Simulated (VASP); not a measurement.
## CdSe: single point with PBE

Crystal: CdSe.

```
CELL_PARAMETERS angstrom
4.29850 0.00000 0.00000
-2.14925 3.72261 0.00000
0.00000 0.00000 7.01520
ATOMIC_POSITIONS crystal
Cd 0.66667 0.33333 0.00000
Cd 0.33333 0.66667 0.50000
Se 0.66667 0.33333 0.37500
Se 0.33333 0.66667 0.87500
```

* Program: VASP 6.6.1
* Task: single point
* Functional: PBE
* Potentials or basis: VASP PAW PBE potentials, release 64 (Cd, Se)
* Cutoff: 520 eV
* k mesh: 12 × 12 × 4
* Occupations: gaussian, width 0.05 eV
* Spin: no spin polarisation

```yaml
Pressure: 3.3 GPa
Largest_force: 0.021 eV/Å
Band_gap_on_the_k_mesh: 0.67 eV, direct
```

Forces in eV/Å, atoms in the order of the input:
```
Cd   0.000  0.000 -0.021
Cd   0.000  0.000 -0.021
Se   0.000  0.000  0.021
Se   0.000  0.000  0.021
```

Stress tensor (GPa, compression positive):
```
3.25 0.00 0.00
0.00 3.25 0.00
0.00 0.00 3.47
```

Levels at points of the mesh, in eV from the valence-band top:
```tsv
k point	band 16	band 17	band 18	band 19	band 20	band 21
(0.00, 0.00, 0.00)	-0.05	0.00	0.00	0.67	2.22	5.86
(0.50, 0.00, 0.00)	-1.87	-1.35	-0.76	3.22	3.33	4.76
(0.00, 0.00, 0.50)	-0.40	-0.40	-0.40	2.38	2.38	5.86
(0.50, 0.00, 0.50)	-1.38	-1.35	-1.35	2.93	2.93	4.86
```

It took 2.8 min on 1 thread of AMD EPYC 7R13 Processor (Zen 3), with other jobs on the host, peak memory 0.28 GiB.

As with any semilocal functional, this PBE gap is likely too small.
